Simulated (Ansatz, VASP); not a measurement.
## Two plane-wave programs on AlGa2As3

```xyz
6
Lattice="3.8844 0.0000 0.0000 -1.9422 3.3640 0.0000 0.0000 0.0000 9.5147" Properties=species:S:1:pos:R:3 pbc="T T T"
Al    0.0000    0.0000    0.0000
Ga    0.0000    2.2426    6.3432
Ga    1.9422    1.1213    3.1716
As    0.0000    2.2426    8.7219
As    1.9422    1.1213    5.5503
As    0.0000    0.0000    2.3787
```

Alike in both runs: task relaxation of cell and atoms; functional PBE; k mesh 6 × 6 × 2; occupations gaussian, width 0.1 eV; no spin polarisation.

```csv
,VASP,Ansatz
version,VASP 6.6.1,Ansatz 0.2.0
potentials or method,"VASP PAW PBE potentials, release 64 (Al, Ga_d, As), cutoff 600 eV","scalar-relativistic, plane waves, PAW"
valence electrons in the cell,44,74
```

|  | VASP | Ansatz | Ansatz less VASP |
| --- | --- | --- | --- |
| gap on the k mesh at the Fermi level, each at its own relaxed structure (eV) | 0.52 | 0.54 | +0.016 |
| relaxed volume (Å³/atom) | 23.67 | 23.62 | -0.051 |
| relaxed cell length with the largest relative difference (Å) | 9.937 | 9.921 | -0.0157 |

VASP's potentials hold 44 valence electrons a cell and Ansatz's 74, so a difference there can come from the potentials and not from the codes.
